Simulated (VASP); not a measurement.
Here is a VASP 6.6.1 calculation.

Contents of POSCAR:

```
WSe2
1.0
    6.5944267511      0.0000000000      0.0000000000
   -3.2972133755      5.7109410898      0.0000000000
    0.0000000000      0.0000000000      7.1842727630
W Se
4 8
Direct
   -0.0087501537      0.0027046330     -0.0039845369
    0.0069403495      0.4889737008      0.0012101434
    0.4884828240      0.0018012793      0.0056728080
    0.5075115350      0.5049502271     -0.0036721880
    0.1664210370      0.3294707423      0.2262674391
    0.1642374684      0.3163389311      0.7466133563
    0.1710538838      0.8362259258      0.2351241463
    0.1818508195      0.8468929943      0.7538689271
    0.6652441072      0.3206606356      0.2385364610
    0.6529477006      0.3277773261      0.7795958178
    0.6736088868      0.8413503001      0.2530950675
    0.6715073188      0.8516048272      0.7686997950
```

Contents of INCAR.step1:

```
  PREC = Accurate
  ENCUT = 520
  ISMEAR = -1
  SIGMA = 0.069
  LREAL = False
  LASPH = True
  NELM = 100
  NBANDS = 64
  GGA = PE
  ALGO = Normal
  EDIFF = 1E-4
  LWAVE = True
  LCHARG = False
```

INCAR.step2

```
  PREC = Accurate
  ENCUT = 520
  EDIFF = 1E-6
  ISMEAR = -1
  SIGMA = 0.069
  LREAL = False
  LASPH = True
  NELM = 100
  ALGO = Normal
  ISIF = 2
  LWAVE = False
  LCHARG = False
  METAGGA = R2SCAN
  LMIXTAU = True
  NBANDS = 64
  ISTART = 1
```

The input KPOINTS:

```
Automatic mesh
0
Gamma
  3 3 2
```

Potentials or basis: VASP PAW PBE potentials, release 64 (W_sv, Se).

Run with:

```bash
$ cat potpaw_PBE.64/W_sv/POTCAR potpaw_PBE.64/Se/POTCAR > POTCAR
$ cp INCAR.step1 INCAR
$ mpirun -np 1 vasp_std > vasp.out
$ cp INCAR.step2 INCAR
$ mpirun -np 1 vasp_std > vasp.out
```

Question: Estimate the band gap on the k mesh.

Answer: 1.17 eV, indirect (least direct gap 1.26 eV).

Question: What does it give for the largest force?

Answer: 2.157 eV/Å.

Stress tensor (GPa, compression positive):
```
 0.45  0.00 -0.44
 0.00  0.50  0.64
-0.44  0.64 -2.84
```

Caveat: the k points lie up to 0.44 Å⁻¹ apart; the PAW data sets were made with another functional, which shifts forces and pressure a little; spin-orbit coupling is left out, which moves the levels of the heavy elements. A k mesh can miss the band edges.
